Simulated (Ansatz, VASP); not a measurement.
GaP in VASP and in Ansatz

```xyz
8
Lattice="6.6333 0.0000 0.0000 0.0000 6.6333 0.0000 0.0000 0.0000 3.7333" Properties=species:S:1:pos:R:3 pbc="T T T"
Ga    1.1271    1.1271    1.8667
Ga    2.1896    4.4437    0.9333
Ga    5.5062    5.5062    0.0000
Ga    4.4437    2.1896    2.8000
P     4.4512    4.4512    1.8667
P     2.1820    2.1820    0.0000
P     1.1346    5.4987    2.8000
P     5.4987    1.1346    0.9333
```

Alike in both runs: functional PBE; k mesh 4 × 4 × 8; occupations gaussian, width 0.02 eV; no spin polarisation.

Ansatz relaxed the structure, and its values are those at the end. VASP's run is a single point on that final structure, the one shown.

```csv
,VASP,Ansatz
version,VASP 6.6.1,Ansatz 0.2.0
potentials or method,"VASP PAW PBE potentials, release 64 (Ga_d, P), cutoff 520 eV","scalar-relativistic, plane waves, PAW"
valence electrons in the cell,72,72
```

|  | VASP | Ansatz | Ansatz less VASP |
| --- | --- | --- | --- |
| gap on the k mesh at the Fermi level (eV) | 0.63 | 0.64 | +0.004 |
| least direct gap on the mesh (eV) | 0.92 | 0.93 | +0.003 |
| pressure (GPa) | 0.0 | 0.0 | -0.01 |

With one functional, cell and mesh, what is left measures potentials, basis and numerics.
